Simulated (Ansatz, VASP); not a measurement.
# KF in VASP and in Ansatz

```
CELL_PARAMETERS angstrom
0.11833 2.79959 2.79959
2.79959 0.11833 2.79959
2.79959 2.79959 0.11833
ATOMIC_POSITIONS crystal
K 0.00000 0.00000 0.00000
F 0.50000 0.50000 0.50000
```

Alike in both runs: task single point; functional PBE; k mesh 8 × 8 × 8; occupations gaussian, width 0.05 eV; no spin polarisation.

|  | VASP | Ansatz |
| --- | --- | --- |
| version | VASP 6.6.1 | Ansatz 0.2.0 |
| potentials or method | VASP PAW PBE potentials, release 64 (K_sv, F), cutoff 520 eV | scalar-relativistic, plane waves, PAW |
| valence electrons in the cell | 16 | 16 |

```csv
,VASP,Ansatz,Ansatz less VASP
gap on the k mesh at the Fermi level (eV),5.75,5.76,+0.014
least direct gap on the mesh (eV),5.75,5.76,+0.014
pressure (GPa),-0.9,-0.9,+0.01
"traceless stress, the component that is largest in VASP (GPa)",-0.66,-0.67,-0.005
```
